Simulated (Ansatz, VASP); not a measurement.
## BP in VASP and in Ansatz

File INCAR:

```
PREC     = Accurate       # precision mode
ENCUT    = 520            # plane-wave cutoff, eV
EDIFF    = 1E-8           # SCF threshold, eV
ISMEAR   = -1             # smearing method
SIGMA    = 0.08           # smearing width, eV
LREAL    = False          # projectors in reciprocal space
LASPH    = True           # aspherical terms in the spheres
NELM     = 80             # most SCF steps
ALGO     = Normal         # electronic algorithm
ISIF     = 2              # what is computed and relaxed
LWAVE    = False          # write WAVECAR
LCHARG   = False          # write CHGCAR
LEFG     = True         
NBANDS   = 11             # bands
```

The input KPOINTS:

```
regular mesh
0
Gamma
  12 12 12
```

File POSCAR:

```
BP
1.0
    0.0000000000      2.2840269280      2.2840269280
    2.2840269280      0.0000000000      2.2840269280
    2.2840269280      2.2840269280      0.0000000000
B P
1 1
Direct
    0.0000000000      0.0000000000      0.0000000000
    0.7500000000      0.7500000000      0.7500000000
```

Input for Ansatz:

```yaml
crystal:
  lattice:
    - [0.0, 2.284026928, 2.284026928]
    - [2.284026928, 0.0, 2.284026928]
    - [2.284026928, 2.284026928, 0.0]
  atoms:
    - { symbol: B, position: [0.0, 0.0, 0.0] }
    - { symbol: P, position: [0.75, 0.75, 0.75] }
kpoints:
  mp_grid: { grid: [12, 12, 12] }
scf:
  occupations: { method: fermi_dirac, width: 0.08 }
hamiltonian:
  xc: lda
  pseudopotentials: { kind: all_electron, datasets: crystal }
output:
  forces: true
  stress: true
  eigenvalues: true
  efg: { contact_densities: true }
```

Change from the starting cell: volume scaled by 1.02, crystal datasets.

Alike in both runs: task electric field gradients; functional LDA; k mesh 12 × 12 × 12; occupations fermi-dirac, width 0.08 eV; no spin polarisation.

```csv
,VASP,Ansatz
version,VASP 6.6.1,Ansatz 0.2.0
potentials or method,"VASP PAW LDA potentials, release 64 (B, P), cutoff 520 eV","all-electron PAW with datasets made for the crystal, scalar-relativistic"
```

|  | VASP | Ansatz | Ansatz less VASP |
| --- | --- | --- | --- |
| pressure (GPa) | -8.3 | -8.2 | +0.07 |

LDA's correlation is that of Perdew and Zunger in VASP and of Perdew and Wang (1992) in Ansatz. Ansatz ran all-electron here, and VASP with PAW potentials.
